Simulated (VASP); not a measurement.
# Zn17S18 (a cell with a defect): relaxation of the atoms with PBE

Zn17S18 (a cell with a defect):

```
Zn S
1.0
     5.71800    3.30129    0.00000
    -5.71800    3.30129    0.00000
     0.00000    0.00000   18.68999
Zn S
17 18
Direct
  0.00000 0.00000 0.00000
  0.33333 0.66667 0.00000
  0.66667 0.33333 0.00000
  0.00000 0.00000 0.50000
  0.33333 0.66667 0.50000
  0.66667 0.33333 0.50000
  0.33333 0.33333 0.16667
  0.66667 0.00000 0.16667
  0.00000 0.66667 0.16667
  0.33333 0.00000 0.66667
  0.66667 0.66667 0.66667
  0.00000 0.33333 0.66667
  0.66667 0.66667 0.33333
  0.00000 0.33333 0.33333
  0.33333 0.33333 0.83333
  0.66667 0.00000 0.83333
  0.00000 0.66667 0.83333
  0.00000 0.00000 0.12500
  0.33333 0.66667 0.12500
  0.66667 0.33333 0.12500
  0.00000 0.00000 0.62500
  0.33333 0.66667 0.62500
  0.66667 0.33333 0.62500
  0.33333 0.33333 0.29167
  0.66667 0.00000 0.29167
  0.00000 0.66667 0.29167
  0.33333 0.00000 0.79167
  0.66667 0.66667 0.79167
  0.00000 0.33333 0.79167
  0.33333 0.00000 0.45833
  0.66667 0.66667 0.45833
  0.00000 0.33333 0.45833
  0.33333 0.33333 0.95833
  0.66667 0.00000 0.95833
  0.00000 0.66667 0.95833
```

This cell differs from its parent crystal: atoms taken out.

```
Program                : VASP 6.6.1
Task                   : relaxation of the atoms
Functional             : PBE
Potentials or basis    : VASP PAW PBE potentials, release 64 (Zn, S)
Cutoff                 : 520 eV
k mesh                 : 3 × 3 × 1
Occupations            : fermi-dirac, width 0.01 eV
Spin                   : no spin polarisation
Dipole correction      : no
Charge                 : -2
Further INCAR settings : LREAL = Auto; ALGO = Normal; EDIFF = 1e-06; IBRION = 2; EDIFFG = -0.03; NSW = 60; NELECT = 314.0
```

* Energy gained by relaxing: 22.4 meV/atom
* Ionic steps: 17
* Largest force after relaxing: 0.026 eV/Å

Forces in eV/Å, atoms in the order of the input:
```
Zn   0.001  0.000 -0.002
Zn  -0.001  0.000 -0.002
Zn   0.000 -0.001 -0.002
Zn   0.008  0.005  0.000
Zn  -0.008  0.005  0.000
Zn   0.000 -0.009  0.000
Zn   0.000  0.000  0.003
Zn   0.000  0.000  0.003
Zn   0.000  0.000  0.003
Zn   0.000  0.000  0.000
Zn   0.000  0.000  0.002
Zn   0.000  0.000  0.002
Zn   0.000  0.000  0.005
Zn   0.000  0.000  0.005
Zn   0.002 -0.001 -0.004
Zn  -0.002 -0.001 -0.004
Zn   0.000  0.002 -0.004
S    0.000  0.000  0.003
S    0.000  0.000  0.003
S    0.000  0.000  0.003
S    0.001  0.000  0.001
S   -0.001  0.000  0.001
S    0.000 -0.001  0.001
S    0.002 -0.001  0.005
S   -0.002 -0.001  0.005
S    0.000  0.003  0.005
S    0.000  0.000 -0.004
S    0.000  0.000  0.001
S    0.000  0.000  0.001
S    0.000  0.000 -0.026
S    0.000  0.000  0.004
S    0.000  0.000  0.004
S    0.000  0.000 -0.004
S    0.000  0.000 -0.004
S    0.000  0.000 -0.004
```

Step by step:
```tsv
step	energy change (eV)	largest force (eV/Å)	pressure (GPa)
1	0.0000	1.2414	5.55
2	-0.5248	0.6811	5.61
3	-0.5919	0.5015	5.74
4	-0.5925	0.4827	5.76
5	-0.6631	0.3060	5.71
6	-0.7011	0.2334	5.64
7	-0.7380	0.1649	5.53
8	-0.7509	0.1535	5.41
9	-0.7662	0.0729	5.30
10	-0.7688	0.1114	5.24
11	-0.7767	0.0804	5.24
12	-0.7780	0.1177	5.24
13	-0.7825	0.0490	5.24
14	-0.7827	0.0734	5.23
15	-0.7840	0.0330	5.26
16	-0.7841	0.0377	5.25
17	-0.7843	0.0262	5.25
```

Final structure:
```xyz
35
Lattice="5.7180 3.3013 0.0000 -5.7180 3.3013 0.0000 0.0000 0.0000 18.6900" Properties=species:S:1:pos:R:3 pbc="T T T"
Zn    0.0003    0.0002    0.0813
Zn   -1.9063    3.3015    0.0813
Zn    1.9060    3.3009    0.0813
Zn    0.0336    0.0194    9.2090
Zn   -1.9396    3.3207    9.2090
Zn    1.9060    3.2624    9.2090
Zn   -0.0015    2.2017    3.2852
Zn    3.8135    2.2017    3.2852
Zn    1.9060    5.5004    3.2852
Zn    1.9060    1.1004   12.3850
Zn    0.0000    4.4017   12.4200
Zn   -1.9060    1.1004   12.4200
Zn    0.0000    4.4017    6.0384
Zn   -1.9060    1.1004    6.0384
Zn    0.0040    2.1986   15.5890
Zn    3.8080    2.1986   15.5890
Zn   -3.8120    2.2055   15.5890
S     0.0007    0.0004    2.3577
S    -1.9067    3.3017    2.3577
S     1.9060    3.3005    2.3577
S     5.7096    3.2964   11.6780
S    -1.8976    3.2964   11.6780
S     1.9060    3.3110   11.6780
S     0.0832    2.1528    5.5222
S     3.7288    2.1528    5.5222
S    -3.8120    2.2969    5.5222
S     1.9060    1.1004   14.7789
S     0.0000    4.4017   14.7966
S    -1.9060    1.1004   14.7966
S     1.9060    1.1004    8.5291
S     0.0000    4.4017    8.5370
S    -1.9060    1.1004    8.5370
S     0.0004    2.2006   17.9093
S     3.8116    2.2006   17.9093
S    -3.8120    2.2014   17.9093
```

Levels at points of the mesh, in eV from the Fermi level:
```
           k point  band 154  band 155  band 156  band 157  band 158  band 159  band 160  band 161
(0.00, 0.00, 0.00)     -1.28     -1.22     -0.28     -0.28      0.57      1.32      1.52      1.91
```

It took 12 min on 1 × NVIDIA H100 80GB with 1 thread of AMD EPYC 7R13 Processor (Zen 3), on a shared host, peak memory 1.7 GiB.

Caveat: the cell carries a net charge on a neutralising background, which shifts energy and pressure; the cell differs from its parent crystal (atoms taken out); the cell is charged against a uniform background, so pressure and absolute levels hang on convention.
